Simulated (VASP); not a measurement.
## Al3Cl: relaxation of cell and atoms with PBE

Crystal: Al3Cl.

```xyz
4
Lattice="5.7226 0.0000 0.0000 -2.8613 4.9559 0.0000 0.0000 0.0000 2.9259" Properties=species:S:1:pos:R:3 pbc="T T T"
Al    2.8613    0.0000    0.0000
Al   -1.4306    2.4780    0.0000
Al    1.4306    2.4780    0.0000
Cl    0.0000    0.0000    1.4629
```

- Program: VASP 6.6.1
- Task: relaxation of cell and atoms
- Functional: PBE
- Potentials or basis: VASP PAW PBE potentials, release 64 (Al, Cl)
- Cutoff: 600 eV
- k mesh: 6 × 6 × 6
- Occupations: gaussian, width 0.1 eV
- Spin: no spin polarisation
- Dipole correction: no
- Further INCAR settings: ALGO = Normal; EDIFF = 1e-06; IBRION = 2; EDIFFG = -0.04; NSW = 90; ISIF = 3

- Relaxed volume: 21.02 Å³/atom
- Relaxed cell: a = 5.708 Å, b = 5.708 Å, c = 2.980 Å, α = 90.00°, β = 90.00°, γ = 120.00°
- Space group after relaxing (to 0.05 Å): P6/mmm (No. 191)
- Energy gained by relaxing: 2.2 meV/atom
- Ionic steps: 3
- Pressure after relaxing: -0.1 GPa
- Band gap on the k mesh: zero (band 8 reaches 6.30 eV, above the bottom of band 9 at 4.61 eV)

Stress tensor (GPa, compression positive):
```
-0.13  0.00  0.00
 0.00 -0.13  0.00
 0.00  0.00 -0.05
```

The path:
| step | energy change (eV) | largest force (eV/Å) | pressure (GPa) | volume (Å³) |
| --- | --- | --- | --- | --- |
| 1 | 0.0000 | 0.0000 | 0.46 | 82.98 |
| 2 | -0.0079 | 0.0000 | 0.08 | 83.69 |
| 3 | -0.0088 | 0.0000 | -0.10 | 84.07 |

Final structure:
```yaml
crystal:
  lattice:
    - [5.70789, 0.00000, 0.00000]
    - [-2.85395, 4.94318, 0.00000]
    - [0.00000, 0.00000, 2.97953]
  atoms:
    - { symbol: Al, position: [0.50000, 0.00000, 0.00000] }
    - { symbol: Al, position: [0.00000, 0.50000, 0.00000] }
    - { symbol: Al, position: [0.50000, 0.50000, 0.00000] }
    - { symbol: Cl, position: [0.00000, 0.00000, 0.50000] }
```

Levels at points of the mesh, in eV from the Fermi level:
| k point | band 6 | band 7 | band 8 | band 9 | band 10 | band 11 |
| --- | --- | --- | --- | --- | --- | --- |
| (0.00, 0.00, 0.00) | -3.56 | -3.56 | -1.47 | 1.76 | 1.76 | 5.42 |
| (0.50, 0.00, 0.00) | -1.79 | -1.62 | -1.46 | 1.12 | 2.20 | 2.88 |
| (0.00, 0.00, 0.50) | -3.15 | -1.18 | 0.44 | 0.44 | 0.45 | 0.45 |
| (0.50, 0.00, 0.50) | -2.96 | -1.59 | -0.97 | -0.78 | 1.25 | 1.58 |

Wall time 2 min on 1 thread of AMD EPYC 7571, with other jobs on the host, peak memory 0.2 GiB.
